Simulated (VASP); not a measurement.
## ZnS: single point with r2SCAN

The system is ZnS.

```
Zn S
1.0
     0.00000    2.70465    2.70465
     2.70465    0.00000    2.70465
     2.70465    2.70465    0.00000
Zn S
1 1
Direct
  0.04160 0.04160 0.89958
  0.75000 0.75000 0.75000
```

This cell differs from its parent crystal: atom 1 (Zn) moved by (-0.225, +0.225) A along [1 1 0] and z.

```json
{
 "Program": "VASP 6.6.1",
 "Task": "single point",
 "Functional": "r2SCAN",
 "Potentials or basis": "VASP PAW PBE potentials, release 64 (Zn, S)",
 "Cutoff": "520 eV",
 "k mesh": "8 × 8 × 8",
 "Occupations": "gaussian, width 0.05 eV",
 "Spin": "no spin polarisation",
 "Dipole correction": "no",
 "Further INCAR settings": "ALGO = Normal; EDIFF = 1e-07; NBANDS = 16"
}
```

* Pressure: 1.4 GPa
* Largest force: 0.955 eV/Å
* Band gap on the k mesh: 2.63 eV, direct

Forces in eV/Å, atoms in the order of the input:
```
Zn   0.281  0.281 -0.868
S   -0.281 -0.281  0.868
```

Stress tensor (GPa, compression positive):
```
 1.68 -3.43  1.23
-3.43  1.68  1.23
 1.23  1.23  0.74
```

Levels at points of the mesh, in eV from the valence-band top:
```tsv
k point	band 6	band 7	band 8	band 9	band 10	band 11	band 12	band 13
(0.00, 0.00, 0.00)	-6.14	-0.32	-0.15	0.00	2.63	6.84	7.01	7.20
(0.50, 0.00, 0.00)	-5.97	-5.55	-1.48	-0.54	3.96	6.76	8.34	9.38
(0.00, 0.00, 0.50)	-5.90	-4.72	-0.93	-0.72	3.34	6.76	7.08	8.99
(0.50, 0.50, 0.50)	-5.97	-5.40	-1.49	-0.48	3.85	6.65	8.32	9.31
(0.50, 0.50, 0.00)	-5.95	-4.64	-2.47	-2.08	3.41	4.52	11.55	12.71
(0.00, 0.50, 0.50)	-5.95	-4.70	-2.45	-2.03	3.47	4.40	11.58	12.88
```

Run time: 2.2 min on 1 thread of Intel(R) Xeon(R) 6975P-C (Granite Rapids) (shared host), peak memory 0.23 GiB.

Caveat: the cell differs from its parent crystal (atom 1 (Zn) moved by (-0.225, +0.225) A along [1 1 0] and z); the PAW data sets were made with another functional, which shifts forces and pressure a little.
